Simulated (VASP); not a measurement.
# TiO2 (P4_2/mnm) in VASP: settings compared

The runs below take TiO2 through single point, with PBE, BLYP+D3(BJ).

Program: VASP 6.6.1. These are calculated values, not measurements. Logs are shortened: lines on timing, memory, paths and dates and some standing lists are left out, and cuts for length are marked.

### 1 The cell of the first run

Symmetry: P4_2/mnm, No. 136, tetragonal system. The conventional cell has a = 4.660 Å, b = 4.660 Å, c = 2.998 Å, α = 90.00°, β = 90.00°, γ = 90.00°. Within 2.6 Å of Ti (site symmetry mmm) lie 6 O at 1.98 to 2.01 Å. O (site symmetry m2m) has 3 Ti at 1.98 to 2.01 Å and 1 O at 2.58 Å within 2.6 Å.

### 2 Single point, PBE

INCAR

```
ALGO = Normal
EDIFF = 1E-7
ENCUT = 520
GGA = PE
ISIF = 2
ISMEAR = -1
LASPH = True
LCHARG = True
LELF = True
LREAL = False
LVHAR = True
LWAVE = False
NBANDS = 33
NELM = 80
PREC = Accurate
SIGMA = 0.05
```

KPOINTS

```
k-points
0
Gamma
  6 6 9
```

POSCAR

```
TiO2
1.0
    4.6603684408      0.0000000000      0.0000000000
    0.0000000000      4.6603684408      0.0000000000
    0.0000000000      0.0000000000      2.9981550462
Ti O
2 4
Direct
    0.0000000000      0.0000000000      0.5000000000
    0.5000000000      0.5000000000      0.0000000000
    0.3043213200      0.3043213200      0.5000000000
    0.1956786800      0.8043213200      0.0000000000
    0.8043213200      0.1956786800      0.0000000000
    0.6956786800      0.6956786800      0.5000000000
```

Potentials or basis: VASP PAW PBE potentials, release 64 (Ti_sv, O).

Started as:

```bash
cat potpaw_PBE.64/Ti_sv/POTCAR potpaw_PBE.64/O/POTCAR > POTCAR
mpirun -np 1 vasp_std > vasp.out
```

OUTCAR:

```text
EDIFF = 1E-7
   ENCUT = 520
   GGA = PE
   ISIF = 2
   ISMEAR = -1
   LASPH = True
   LREAL = False
   NELM = 80
   PREC = Accurate

 ion  position               nearest neighbor table
   1  0.000  0.000  0.500-   4 1.98   5 1.98   4 1.98   5 1.98   3 2.01   6 2.01
   2  0.500  0.500  0.000-   3 1.98   6 1.98   3 1.98   6 1.98   5 2.01   4 2.01
   3  0.304  0.304  0.500-   2 1.98   2 1.98   1 2.01
   4  0.196  0.804  0.000-   1 1.98   1 1.98   2 2.01
   5  0.804  0.196  0.000-   1 1.98   1 1.98   2 2.01
   6  0.696  0.696  0.500-   2 1.98   2 1.98   1 2.01

  LATTYP: Found a simple tetragonal cell.
 ALAT       =     4.6603684408
 C/A-ratio  =     0.6433300466

  Lattice vectors:

 A1 = (   4.6603684408,   0.0000000000,   0.0000000000)
 A2 = (   0.0000000000,   4.6603684408,   0.0000000000)
 A3 = (   0.0000000000,   0.0000000000,   2.9981550462)

Analysis of symmetry for initial positions (statically):
=====================================================================
 Subroutine PRICEL returns:
 Original cell was already a primitive cell.

 Routine SETGRP: Setting up the symmetry group for a
 simple tetragonal supercell.

 Subroutine GETGRP returns: Found 16 space group operations
 (whereof  8 operations were pure point group operations)
 out of a pool of 16 trial point group operations.

The static configuration has the point symmetry D_2h.
 The point group associated with its full space group is D_4h.

Analysis of symmetry for dynamics (positions and initial velocities):
=====================================================================
 Subroutine PRICEL returns:
 Original cell was already a primitive cell.

 Routine SETGRP: Setting up the symmetry group for a
 simple tetragonal supercell.

 Subroutine GETGRP returns: Found 16 space group operations
 (whereof  8 operations were pure point group operations)
 out of a pool of 16 trial point group operations.

The dynamic configuration has the point symmetry D_2h.
 The point group associated with its full space group is D_4h.

 Subroutine INISYM returns: Found 16 space group operations
 (whereof  8 operations are pure point group operations),
 and found     1 'primitive' translations

----------------------------------------------------------------------------------------

                                     Primitive cell

  volume of cell :      65.1170

  direct lattice vectors                    reciprocal lattice vectors
     4.660368441  0.000000000  0.000000000     0.214575309  0.000000000  0.000000000
     0.000000000  4.660368441  0.000000000     0.000000000  0.214575309  0.000000000
     0.000000000  0.000000000  2.998155046     0.000000000  0.000000000  0.333538454

  length of vectors
     4.660368441  4.660368441  2.998155046     0.214575309  0.214575309  0.333538454

  position of ions in fractional coordinates (direct lattice)
     0.000000000  0.000000000  0.500000000
     0.500000000  0.500000000  0.000000000
     0.304321320  0.304321320  0.500000000
     0.195678680  0.804321320  0.000000000
     0.804321320  0.195678680  0.000000000
     0.695678680  0.695678680  0.500000000

  ion indices of the primitive-cell ions
   primitive index   ion index
                 1           1
                 2           2
                 3           3
                 4           4
                 5           5
                 6           6

----------------------------------------------------------------------------------------

 KPOINTS: k-points

Automatic generation of k-mesh.
 Grid dimensions read from file:
 generate k-points for:    6    6    9

 Generating k-lattice:

  Cartesian coordinates                     Fractional coordinates (reciprocal lattice)
     0.035762552  0.000000000  0.000000000     0.166666667  0.000000000  0.000000000
     0.000000000  0.035762552  0.000000000     0.000000000  0.166666667  0.000000000
     0.000000000  0.000000000  0.037059828     0.000000000  0.000000000  0.111111111

  Length of vectors
     0.035762552  0.035762552  0.037059828

  Shift w.r.t. Gamma in fractional coordinates (k-lattice)
     0.000000000  0.000000000  0.000000000

 Subroutine IBZKPT returns following result:
 ===========================================

 Found     50 irreducible k-points:

 Following reciprocal coordinates:
            Coordinates               Weight
  0.000000  0.000000  0.000000      1.000000
  0.166667  0.000000  0.000000      4.000000
  0.333333  0.000000  0.000000      4.000000
  0.500000  0.000000  0.000000      2.000000
  0.166667  0.166667  0.000000      4.000000
  0.333333  0.166667  0.000000      8.000000
[... 16 lines left out ...]
  0.333333  0.000000  0.222222      8.000000
  0.500000  0.000000  0.222222      4.000000
 [... further k-points ...]
   k-points           NKPTS =     50   k-points in BZ     NKDIM =     50   number of bands    NBANDS=     33
   number of dos      NEDOS =    301   number of ions     NIONS =      6
   total plane-waves  NPLWV =  31104
   dimension x,y,z NGX =    36 NGY =   36 NGZ =   24
   dimension x,y,z NGXF=    72 NGYF=   72 NGZF=   48
   ions per type =               2   4
   NGX,Y,Z   is equivalent  to a cutoff of  12.84, 12.84, 13.31 a.u.
   NGXF,Y,Z  is equivalent  to a cutoff of  25.68, 25.68, 26.62 a.u.
 SYSTEM =  unknown system
   PREC   = accura    normal or accurate (medium, high low for compatibility)
   ISTART =      0    job   : 0-new  1-cont  2-samecut
   ICHARG =      2    charge: 1-file 2-atom 10-const
   ISPIN  =      1    spin polarized calculation?
   LNONCOLLINEAR =      F non collinear calculations
   LSORBIT =      F    spin-orbit coupling
   LASPH  =      T    aspherical Exc in radial PAW
   ENCUT  =  520.0 eV  38.22 Ry    6.18 a.u.   8.67  8.67  5.57*2*pi/ulx,y,z
   NELM   =     80;   NELMIN=  2; NELMDL= -5     # of ELM steps
   EDIFF  = 0.1E-06   stopping-criterion for ELM
   LREAL  =      F    real-space projection
   EDIFFG = 0.1E-05   stopping-criterion for IOM
   NSW    =      0    number of steps for IOM
   IBRION =     -1    ionic relax: 0-MD 1-quasi-New 2-CG
   NFREE  =      0    steps in history (QN), initial steepest desc. (CG)
   ISIF   =      2    stress and relaxation
   ISYM   =      2    0-nonsym 1-usesym 2-fastsym
   POTIM  = 0.5000    time-step for ionic-motion
   TEBEG  =    0.0;   TEEND  =   0.0 temperature during run
   PSTRESS=    0.0 pullay stress
   NELECT =      48.0000    total number of electrons
   NUPDOWN=      -1.0000    fix difference up-down
   EMIN   =  10.00;   EMAX   =-10.00  energy-range for DOS
   EFERMI =   0.00;   METHOD = LEGACY
   ISMEAR =    -1;   SIGMA  =   0.05  broadening in eV -4-tet -1-fermi 0-gaus
   EFERMI_NEDOS =   21; number of points for ismear=-14 and -15
   IALGO  =     38    algorithm
   IMIX   =      4    mixing-type and parameters
     AMIX     =   0.40;   BMIX     =  1.00
     AMIX_MAG =   1.60;   BMIX_MAG =  1.00
  volume/ion in A,a.u.               =      10.85        73.24
  Fermi-wavevector in a.u.,A,eV,Ry     =   1.478849  2.794619 29.755848  2.186993
  Thomas-Fermi vector in A             =   2.593079
   LORBIT       =      0    0 simple, 1 ext, 2 COOP (PROOUT), +10 PAW based schemes
   GGA     = PE    functional components
   LHFCALC =     F    Hartree Fock is set to
   AEXX    =    0.0000 exact exchange contribution
   IVDW    =     0    specifies the selected vdW correction
   LEPSILON=     F    determine dielectric tensor
   LRPA    =     F    only Hartree local field effects (RPA)
 non-spin polarized calculation
  energy-cutoff  :      520.00
  volume of cell :       65.12
 maximum number of plane-waves:      1787
 NGX is ok and might be reduce to    36
   NGX = 17   NGY = 17   NGZ = 11

 number of electron      48.0000015 magnetization

 Free energy of the ion-electron system (eV)
  ---------------------------------------------------
  ext. energy  EPLUGINS =         0.00000000
  ---------------------------------------------------
  free energy    TOTEN  =       -53.66095505 eV

  energy without entropy =      -53.66095505  energy(sigma->0) =      -53.66095505

 E-fermi :   5.2763     XC(G=0): -11.1901

 val. band max:        4.4324374912   @ k =   0.0000   0.0000   0.0000
 cond. band min:       6.1762290372   @ k =   0.0000   0.0000   0.0000
 fundamental gap:      1.7437915460
 Fermi energy:         5.2763299528

 k-point     1 :       0.0000    0.0000    0.0000
  band No.  band energies     occupation
      1     -52.6463      2.00000
      2     -52.6328      2.00000
      3     -28.9144      2.00000
      4     -28.9144      2.00000
      5     -28.7766      2.00000
      6     -28.7766      2.00000
[... 25 lines left out ...]
     32      10.6381      0.00000
     33      10.6381      0.00000

 k-point     2 :       0.1667    0.0000    0.0000
  band No.  band energies     occupation
      1     -52.6454      2.00000
      2     -52.6337      2.00000
      3     -28.9071      2.00000
      4     -28.9065      2.00000
      5     -28.7852      2.00000
      6     -28.7846      2.00000
[... 25 lines left out ...]
     32      10.5515      0.00000
     33      10.5700      0.00000

 k-point     3 :       0.3333    0.0000    0.0000
  band No.  band energies     occupation
      1     -52.6429      2.00000
      2     -52.6361      2.00000
      3     -28.8882      2.00000
      4     -28.8866      2.00000
      5     -28.8067      2.00000
      6     -28.8050      2.00000
[... 25 lines left out ...]
     32      10.3783      0.00000
     33      10.4157      0.00000

 k-point     4 :       0.5000    0.0000    0.0000
  band No.  band energies     occupation
      1     -52.6395      2.00000
      2     -52.6395      2.00000
      3     -28.8722      2.00000
      4     -28.8722      2.00000
      5     -28.8218      2.00000
      6     -28.8218      2.00000
[... 25 lines left out ...]
     32      10.1374      0.00000
     33      10.3077      0.00000

 k-point     5 :       0.1667    0.1667    0.0000
  band No.  band energies     occupation
      1     -52.6446      2.00000
      2     -52.6344      2.00000
      3     -28.9168      2.00000
      4     -28.8855      2.00000
      5     -28.8073      2.00000
      6     -28.7751      2.00000
[... 604 lines left out ...]
 k-point    22 :       0.1667    0.0000    0.2222
  band No.  band energies     occupation
      1     -52.6304      2.00000
      2     -52.6213      2.00000
      3     -28.9044      2.00000
      4     -28.8849      2.00000
      5     -28.8649      2.00000
      6     -28.8608      2.00000
[... 25 lines left out ...]
     32       9.8819      0.00000
     33      10.1224      0.00000

 k-point    23 :       0.3333    0.0000    0.2222
  band No.  band energies     occupation
      1     -52.6284      2.00000
      2     -52.6232      2.00000
      3     -28.9079      2.00000
      4     -28.8947      2.00000
      5     -28.8489      2.00000
      6     -28.8412      2.00000
[... 25 lines left out ...]
     32       9.4871      0.00000
     33      10.2034      0.00000

 k-point    24 :       0.5000    0.0000    0.2222
  band No.  band energies     occupation
      1     -52.6258      2.00000
      2     -52.6258      2.00000
      3     -28.9039      2.00000
      4     -28.9039      2.00000
      5     -28.8340      2.00000
      6     -28.8340      2.00000
[... 25 lines left out ...]
     32       9.3172      0.00000
     33      10.6063      0.00000

 [... further k-points ...]

------------------------ aborting loop because EDIFF is reached ----------------------------------------

  FORCE on cell =-STRESS in cart. coord.  units (eV):
  Direction    XX          YY          ZZ          XY          YZ          ZX
  --------------------------------------------------------------------------------------
  -------------------------------------------------------------------------------------
  Total       -1.2642057     -1.2642057     -2.3647963      0.0000000      0.0000000      0.0000000
  in kB      -31.1052528    -31.1052528    -58.1848236      0.0000000      0.0000000      0.0000000
  external PRESSURE =     -40.1317764 kB  Pullay stress =       0.0000000 kB

 VOLUME and BASIS-vectors are now :
 -----------------------------------------------------------------------------
  energy-cutoff  :      520.00
  volume of cell :       65.12
      direct lattice vectors                 reciprocal lattice vectors
     4.660368441  0.000000000  0.000000000     0.214575309  0.000000000  0.000000000
     0.000000000  4.660368441  0.000000000     0.000000000  0.214575309  0.000000000
     0.000000000  0.000000000  2.998155046     0.000000000  0.000000000  0.333538454

 POSITION                                       TOTAL-FORCE (eV/Angst)
 -----------------------------------------------------------------------------------
      0.00000      0.00000      1.49908        -0.000000      0.000000     -0.000000
      2.33018      2.33018      0.00000        -0.000000      0.000000     -0.000000
      1.41825      1.41825      1.49908         0.110045      0.110045     -0.000000
      0.91193      3.74843      0.00000        -0.110045      0.110045     -0.000000
      3.74843      0.91193      0.00000         0.110045     -0.110045      0.000000
      3.24212      3.24212      1.49908        -0.110045     -0.110045      0.000000
 -----------------------------------------------------------------------------------
    total drift:                                0.000000      0.000000      0.000000

  FREE ENERGIE OF THE ION-ELECTRON SYSTEM (eV)
  ---------------------------------------------------
  free  energy   TOTEN  =       -53.6609550473 eV

  energy  without entropy=      -53.6609550458  energy(sigma->0) =      -53.66095505
```

It took 80 s on 1 thread of AMD EPYC 9R14 (Zen 4), shared host; peak memory 0.19 GiB.

What came out:

* Free energy: -53.6610 eV
* Pressure: -4.0 GPa
* Largest force: 0.156 eV/Å
* Band gap on the k mesh: 1.74 eV, direct

Forces on the atoms (eV/Å):
```
Ti   0.000  0.000  0.000
Ti   0.000  0.000  0.000
O    0.110  0.110  0.000
O   -0.110  0.110  0.000
O    0.110 -0.110  0.000
O   -0.110 -0.110  0.000
```

Stress tensor (GPa, compression positive):
```
-3.11  0.00  0.00
 0.00 -3.11  0.00
 0.00  0.00 -5.82
```

Levels at points of the mesh, in eV from the valence-band top:
```
           k point  band 22  band 23  band 24  band 25  band 26  band 27
(0.00, 0.00, 0.00)    -0.45    -0.45     0.00     1.74     2.01     2.25
(0.50, 0.00, 0.00)    -1.61    -0.71    -0.71     2.36     2.36     2.82
(0.50, 0.50, 0.00)    -1.30    -1.07    -1.07     1.77     1.77     2.36
```

A k mesh can miss the band edges. Expect the measured gap to be larger: semilocal functionals such as PBE lack the derivative discontinuity.

[end of part 1 of 3]
